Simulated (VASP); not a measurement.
# Al3Cu (Pmmm) in VASP: a series of runs

The runs below take Al3Cu through single point, with PBEsol.

Everything below comes from runs of VASP 6.6.1. Logs are shortened: lines on timing, memory, paths and dates and some standing lists are left out, and cuts for length are marked.

### 1 The cell of the first run

Symmetry: Pmmm, No. 47, orthorhombic system. Conventional cell: a = 2.675 Å, b = 2.884 Å, c = 7.603 Å, α = 90.00°, β = 90.00°, γ = 90.00°. Al (site symmetry mmm) has 12 Al at 2.68 to 2.89 Å within 3.5 Å. Al (site symmetry mm2) has 4 Cu at 2.59 Å and 9 Al at 2.68 to 3.36 Å within 3.4 Å. Cu (site symmetry mmm) has 8 Al at 2.59 Å and 4 Cu at 2.68 to 2.88 Å within 3.4 Å.

### 2 Single point, PBEsol (strain +0.0375 x Voigt [1, -1, 0, 0, 0, 0])

File INCAR:

```
ALGO     = Fast           # electronic algorithm
EDIFF    = 1E-7           # SCF threshold, eV
ENCUT    = 520            # plane-wave cutoff, eV
GGA      = PS             # functional
ISIF     = 2              # what is computed and relaxed
ISMEAR   = 0              # smearing method
LASPH    = T              # aspherical terms in the spheres
LCHARG   = T              # write CHGCAR
LELF     = T              # ELF
LREAL    = F              # projectors in reciprocal space
LVHAR    = T            
LWAVE    = F              # write WAVECAR
NBANDS   = 18             # bands
NELM     = 60             # most SCF steps
PREC     = Accurate       # precision mode
SIGMA    = 0.15           # smearing width, eV
```

File KPOINTS:

```
k-points
0
Gamma
  18 18 6
```

File POSCAR:

```
Al3Cu
1.0
    2.8839211227      0.0000000000      0.0000000000
    0.0000000000      2.6754448969      0.0000000000
    0.0000000000      0.0000000000      7.6029571177
Al Cu
3 1
Direct
    0.0000000000      0.0000000000      0.5000000000
    0.5000000000      0.5000000000      0.2206884206
    0.5000000000      0.5000000000      0.7793115794
    0.0000000000      0.0000000000      0.0000000000
```

Potentials or basis: VASP PAW PBE potentials, release 64 (Al, Cu).

Run with:

```console
cat potpaw_PBE.64/Al/POTCAR potpaw_PBE.64/Cu/POTCAR > POTCAR
mpirun -np 1 vasp_std > vasp.out
```

OUTCAR:

```text
EDIFF = 1E-7
   ENCUT = 520
   GGA = PS
   ISIF = 2
   ISMEAR = 0
   LASPH = T
   LREAL = F
   NELM = 60
   PREC = Accurate

 ion  position               nearest neighbor table
   1  0.000  0.000  0.500-   2 2.89   3 2.89   2 2.89   3 2.89   2 2.89   3 2.89   2 2.89   3 2.89

   2  0.500  0.500  0.221-   4 2.59   4 2.59   4 2.59   4 2.59   1 2.89   1 2.89   1 2.89   1 2.89
                             3 3.36
   3  0.500  0.500  0.779-   4 2.59   4 2.59   4 2.59   4 2.59   1 2.89   1 2.89   1 2.89   1 2.89
                             2 3.36
   4  0.000  0.000  0.000-   2 2.59   3 2.59   2 2.59   3 2.59   2 2.59   3 2.59   2 2.59   3 2.59

  LATTYP: Found a simple orthorhombic cell.
 ALAT       =     2.6754448969
 B/A-ratio  =     1.0779220779
 C/A-ratio  =     2.8417543290

  Lattice vectors:

 A1 = (   0.0000000000,  -2.6754448969,   0.0000000000)
 A2 = (   2.8839211227,   0.0000000000,   0.0000000000)
 A3 = (   0.0000000000,   0.0000000000,   7.6029571177)

Analysis of symmetry for initial positions (statically):
=====================================================================
 Subroutine PRICEL returns:
 Original cell was already a primitive cell.

 Routine SETGRP: Setting up the symmetry group for a
 simple orthorhombic supercell.

 Subroutine GETGRP returns: Found  8 space group operations
 (whereof  8 operations were pure point group operations)
 out of a pool of  8 trial point group operations.

The static configuration has the point symmetry D_2h.

Analysis of symmetry for dynamics (positions and initial velocities):
=====================================================================
 Subroutine PRICEL returns:
 Original cell was already a primitive cell.

 Routine SETGRP: Setting up the symmetry group for a
 simple orthorhombic supercell.

 Subroutine GETGRP returns: Found  8 space group operations
 (whereof  8 operations were pure point group operations)
 out of a pool of  8 trial point group operations.

The dynamic configuration has the point symmetry D_2h.

 Subroutine INISYM returns: Found  8 space group operations
 (whereof  8 operations are pure point group operations),
 and found     1 'primitive' translations

----------------------------------------------------------------------------------------

                                     Primitive cell

  volume of cell :      58.6627

  direct lattice vectors                    reciprocal lattice vectors
     2.883921123  0.000000000  0.000000000     0.346750122  0.000000000  0.000000000
     0.000000000  2.675444897  0.000000000     0.000000000  0.373769612  0.000000000
     0.000000000  0.000000000  7.602957118     0.000000000  0.000000000  0.131527771

  length of vectors
     2.883921123  2.675444897  7.602957118     0.346750122  0.373769612  0.131527771

  position of ions in fractional coordinates (direct lattice)
     0.000000000  0.000000000  0.500000000
     0.500000000  0.500000000  0.220688421
     0.500000000  0.500000000  0.779311579
     0.000000000  0.000000000  0.000000000

  ion indices of the primitive-cell ions
   primitive index   ion index
                 1           1
                 2           2
                 3           3
                 4           4

----------------------------------------------------------------------------------------

 KPOINTS: k-points

Automatic generation of k-mesh.
 Grid dimensions read from file:
 generate k-points for:   18   18    6

 Generating k-lattice:

  Cartesian coordinates                     Fractional coordinates (reciprocal lattice)
     0.019263896  0.000000000  0.000000000     0.055555556  0.000000000  0.000000000
     0.000000000  0.020764978  0.000000000     0.000000000  0.055555556  0.000000000
     0.000000000  0.000000000  0.021921295     0.000000000  0.000000000  0.166666667

  Length of vectors
     0.019263896  0.020764978  0.021921295

  Shift w.r.t. Gamma in fractional coordinates (k-lattice)
     0.000000000  0.000000000  0.000000000

 Subroutine IBZKPT returns following result:
 ===========================================

 Found    400 irreducible k-points:

 Following reciprocal coordinates:
            Coordinates               Weight
  0.000000  0.000000  0.000000      1.000000
  0.055556  0.000000  0.000000      2.000000
  0.111111  0.000000  0.000000      2.000000
  0.166667  0.000000  0.000000      2.000000
  0.222222  0.000000  0.000000      2.000000
  0.277778  0.000000  0.000000      2.000000
[... 16 lines left out ...]
  0.111111  0.111111  0.000000      4.000000
  0.166667  0.111111  0.000000      4.000000
 [... further k-points ...]
   k-points           NKPTS =    400   k-points in BZ     NKDIM =    400   number of bands    NBANDS=     18
   number of dos      NEDOS =    301   number of ions     NIONS =      4
   total plane-waves  NPLWV =  28800
   dimension x,y,z NGX =    24 NGY =   20 NGZ =   60
   dimension x,y,z NGXF=    48 NGYF=   40 NGZF=  120
   ions per type =               3   1
   NGX,Y,Z   is equivalent  to a cutoff of  13.83, 12.43, 13.12 a.u.
   NGXF,Y,Z  is equivalent  to a cutoff of  27.67, 24.86, 26.24 a.u.
 SYSTEM =  unknown system
   PREC   = accura    normal or accurate (medium, high low for compatibility)
   ISTART =      0    job   : 0-new  1-cont  2-samecut
   ICHARG =      2    charge: 1-file 2-atom 10-const
   ISPIN  =      1    spin polarized calculation?
   LNONCOLLINEAR =      F non collinear calculations
   LSORBIT =      F    spin-orbit coupling
   LASPH  =      T    aspherical Exc in radial PAW
   ENCUT  =  520.0 eV  38.22 Ry    6.18 a.u.   5.36  4.97 14.14*2*pi/ulx,y,z
   NELM   =     60;   NELMIN=  2; NELMDL= -5     # of ELM steps
   EDIFF  = 0.1E-06   stopping-criterion for ELM
   LREAL  =      F    real-space projection
   EDIFFG = 0.1E-05   stopping-criterion for IOM
   NSW    =      0    number of steps for IOM
   IBRION =     -1    ionic relax: 0-MD 1-quasi-New 2-CG
   NFREE  =      0    steps in history (QN), initial steepest desc. (CG)
   ISIF   =      2    stress and relaxation
   ISYM   =      2    0-nonsym 1-usesym 2-fastsym
   POTIM  = 0.5000    time-step for ionic-motion
   TEBEG  =    0.0;   TEEND  =   0.0 temperature during run
   PSTRESS=    0.0 pullay stress
   NELECT =      20.0000    total number of electrons
   NUPDOWN=      -1.0000    fix difference up-down
   EMIN   =  10.00;   EMAX   =-10.00  energy-range for DOS
   EFERMI =   0.00;   METHOD = LEGACY
   ISMEAR =     0;   SIGMA  =   0.15  broadening in eV -4-tet -1-fermi 0-gaus
   EFERMI_NEDOS =   21; number of points for ismear=-14 and -15
   IALGO  =     68    algorithm
   IMIX   =      4    mixing-type and parameters
     AMIX     =   0.40;   BMIX     =  1.00
     AMIX_MAG =   1.60;   BMIX_MAG =  1.00
  volume/ion in A,a.u.               =      14.67        98.97
  Fermi-wavevector in a.u.,A,eV,Ry     =   1.143662  2.161207 17.795900  1.307962
  Thomas-Fermi vector in A             =   2.280356
   LORBIT       =      0    0 simple, 1 ext, 2 COOP (PROOUT), +10 PAW based schemes
   GGA     = PS    functional components
   LHFCALC =     F    Hartree Fock is set to
   AEXX    =    0.0000 exact exchange contribution
   IVDW    =     0    specifies the selected vdW correction
   LEPSILON=     F    determine dielectric tensor
   LRPA    =     F    only Hartree local field effects (RPA)
 non-spin polarized calculation
 RMM-DIIS sequential band-by-band and
 Gauss-broadening in eV      SIGMA  =   0.15
  energy-cutoff  :      520.00
  volume of cell :       58.66
 maximum number of plane-waves:      1606
 NGX is ok and might be reduce to    24
   NGX = 11   NGY =  9   NGZ = 29

 number of electron      19.9999993 magnetization

 Free energy of the ion-electron system (eV)
  ---------------------------------------------------
  ext. energy  EPLUGINS =         0.00000000
  ---------------------------------------------------
  free energy    TOTEN  =       -16.91610100 eV

  energy without entropy =      -16.90031276  energy(sigma->0) =      -16.90820688

 E-fermi :   8.4298     XC(G=0): -10.9465

 val. band max:        8.4280288790   @ k =   0.2222   0.0556   0.5000
 cond. band min:       8.4333529402   @ k =   0.1111   0.3889   0.0000
 fundamental gap:      0.0053240612
 Fermi energy:         8.4298104122

 k-point     1 :       0.0000    0.0000    0.0000
  band No.  band energies     occupation
      1      -2.8019      2.00000
      2      -0.3923      2.00000
      3      -0.1165      2.00000
      4       3.8318      2.00000
      5       3.9662      2.00000
      6       4.6355      2.00000
[... 10 lines left out ...]
     17      18.2218      0.00000
     18      18.7793      0.00000

 k-point     2 :       0.0556    0.0000    0.0000
  band No.  band energies     occupation
      1      -2.7464      2.00000
      2      -0.3426      2.00000
      3      -0.0610      2.00000
      4       3.8377      2.00000
      5       3.9822      2.00000
      6       4.6011      2.00000
[... 10 lines left out ...]
     17      18.8523      0.00000
     18      18.9283      0.00000

 k-point     3 :       0.1111    0.0000    0.0000
  band No.  band energies     occupation
      1      -2.5801      2.00000
      2      -0.1939      2.00000
      3       0.1051      2.00000
      4       3.8541      2.00000
      5       4.0271      2.00000
      6       4.5116      2.00000
[... 10 lines left out ...]
     17      18.9790      0.00000
     18      19.2828      0.00000

 k-point     4 :       0.1667    0.0000    0.0000
  band No.  band energies     occupation
      1      -2.3039      2.00000
      2       0.0514      2.00000
      3       0.3803      2.00000
      4       3.8766      2.00000
      5       4.0913      2.00000
      6       4.3944      2.00000
[... 375 lines left out ...]
      4       3.9167      2.00000
      5       4.0427      2.00000
      6       4.6208      2.00000
[... 10 lines left out ...]
     17      17.1323      0.00000
     18      18.8075      0.00000

 k-point    23 :       0.1111    0.1111    0.0000
  band No.  band energies     occupation
      1      -2.3233      2.00000
      2       0.0370      2.00000
      3       0.3617      2.00000
      4       3.9374      2.00000
      5       4.0840      2.00000
      6       4.5391      2.00000
[... 10 lines left out ...]
     17      18.6884      0.00000
     18      19.1508      0.00000

 k-point    24 :       0.1667    0.1111    0.0000
  band No.  band energies     occupation
      1      -2.0481      2.00000
      2       0.2800      2.00000
      3       0.6348      2.00000
      4       3.9666      2.00000
      5       4.1429      2.00000
      6       4.4300      2.00000
[... 10 lines left out ...]
     17      18.5939      0.00000
     18      19.7042      0.00000

 [... further k-points ...]

------------------------ aborting loop because EDIFF is reached ----------------------------------------

  FORCE on cell =-STRESS in cart. coord.  units (eV):
  Direction    XX          YY          ZZ          XY          YZ          ZX
  --------------------------------------------------------------------------------------
  -------------------------------------------------------------------------------------
  Total       -0.8096707      1.9366088     -0.1400413      0.0000000      0.0000000      0.0000000
  in kB      -22.1134790     52.8920700     -3.8247652      0.0000000      0.0000000      0.0000000
  external PRESSURE =       8.9846086 kB  Pullay stress =       0.0000000 kB

 VOLUME and BASIS-vectors are now :
 -----------------------------------------------------------------------------
  energy-cutoff  :      520.00
  volume of cell :       58.66
      direct lattice vectors                 reciprocal lattice vectors
     2.883921123  0.000000000  0.000000000     0.346750122  0.000000000  0.000000000
     0.000000000  2.675444897  0.000000000     0.000000000  0.373769612  0.000000000
     0.000000000  0.000000000  7.602957118     0.000000000  0.000000000  0.131527771

 POSITION                                       TOTAL-FORCE (eV/Angst)
 -----------------------------------------------------------------------------------
      0.00000      0.00000      3.80148         0.000000      0.000000      0.000000
      1.44196      1.33772      1.67788        -0.000000      0.000000      0.043530
      1.44196      1.33772      5.92507         0.000000      0.000000     -0.043530
      0.00000      0.00000      0.00000         0.000000      0.000000      0.000000
 -----------------------------------------------------------------------------------
    total drift:                               -0.000000      0.000000      0.000000

  FREE ENERGIE OF THE ION-ELECTRON SYSTEM (eV)
  ---------------------------------------------------
  free  energy   TOTEN  =       -16.9161010024 eV

  energy  without entropy=      -16.9003127620  energy(sigma->0) =      -16.90820688
```

It took 15 min on 1 thread of Intel Xeon 8259CL, shared host; peak memory 0.49 GiB.

Results:

| Property | Result |
| --- | --- |
| Free energy | -16.9161 eV |
| Pressure | 0.9 GPa |
| Largest force | 0.044 eV/Å |
| Band gap on the k mesh | zero (bands 10 and 11 overlap by 6.42 eV) |

Forces on the atoms (eV/Å):
```
Al   0.000  0.000  0.000
Al   0.000  0.000  0.044
Al   0.000  0.000 -0.044
Cu   0.000  0.000  0.000
```

Stress tensor (GPa, compression positive):
```
-2.21  0.00  0.00
 0.00  5.29  0.00
 0.00  0.00 -0.38
```

Caveat: the cell differs from its parent crystal (strain +0.0375 x Voigt [1, -1, 0, 0, 0, 0]); the PAW data sets were made with another functional, which shifts forces and pressure a little.

### 3 Single point, PBEsol (strain +0.0150 x Voigt [1, -1, 0, 0, 0, 0])

File INCAR:

```
  PREC = Accurate
  ENCUT = 520
  EDIFF = 1E-6
  ISMEAR = 0
  SIGMA = 0.15
  LREAL = F
  LASPH = T
  NELM = 60
  ALGO = Fast
  ISIF = 2
  LWAVE = F
  LCHARG = T
  GGA = PS
  LELF = T
  LVHAR = T
  NBANDS = 18
```

File KPOINTS:

```
Automatic mesh
0
Gamma
  18 18 6
```

Edit POSCAR of step 2 so:

```diff
@@ -2,4 +2,4 @@
 1.0
-    2.8839211227      0.0000000000      0.0000000000
-    0.0000000000      2.6754448969      0.0000000000
+    2.8213782549      0.0000000000      0.0000000000
+    0.0000000000      2.7379877647      0.0000000000
     0.0000000000      0.0000000000      7.6029571177
```

Potentials or basis: VASP PAW PBE potentials, release 64 (Al, Cu).

Run with:

```console
cat potpaw_PBE.64/Al/POTCAR potpaw_PBE.64/Cu/POTCAR > POTCAR
mpirun -np 1 vasp_std > vasp.out
```

Wall time 13 min (1 thread of Intel Xeon 8259CL, shared host); peak memory 0.49 GiB.

Results (log left out):

* Free energy: -16.9677 eV
* Pressure: 0.7 GPa
* Largest force: 0.055 eV/Å
* Band gap on the k mesh: zero (bands 10 and 11 overlap by 6.21 eV)

Forces on the atoms (eV/Å):
```
Al   0.000  0.000  0.000
Al   0.000  0.000  0.055
Al   0.000  0.000 -0.055
Cu   0.000  0.000  0.000
```

Stress tensor (GPa, compression positive):
```
-1.33  0.00  0.00
 0.00  3.07  0.00
 0.00  0.00  0.40
```

Levels at points of the mesh, in eV from the Fermi level:
```tsv
k point	band 6	band 7	band 8	band 9	band 10	band 11	band 12	band 13	band 14	band 15
(0.00, 0.00, 0.00)	-3.72	-3.62	-3.28	-1.82	0.45	6.08	6.35	7.23	7.87	8.47
(0.50, 0.00, 0.00)	-4.17	-3.76	-3.70	-3.54	-2.50	-2.07	2.52	3.71	3.77	4.95
(0.00, 0.50, 0.00)	-3.95	-3.81	-3.63	-3.60	-2.26	-1.77	2.75	4.01	4.08	5.21
(0.50, 0.50, 0.00)	-2.54	-2.49	-0.43	-0.37	0.08	0.18	0.41	0.63	0.75	2.02
(0.00, 0.00, 0.50)	-3.72	-3.62	-3.56	-3.28	4.02	5.53	6.34	6.67	6.73	7.78
(0.50, 0.00, 0.50)	-4.35	-3.70	-3.54	-2.72	-1.18	-1.17	-0.09	0.62	8.48	8.49
(0.00, 0.50, 0.50)	-4.26	-3.81	-3.60	-2.58	-0.92	-0.87	0.21	0.91	8.74	8.77
(0.50, 0.50, 0.50)	-1.92	-1.77	-1.65	-1.58	-0.51	-0.47	0.63	1.60	3.28	3.31
```

Caveat: the cell differs from its parent crystal (strain +0.0150 x Voigt [1, -1, 0, 0, 0, 0]); the PAW data sets were made with another functional, which shifts forces and pressure a little.
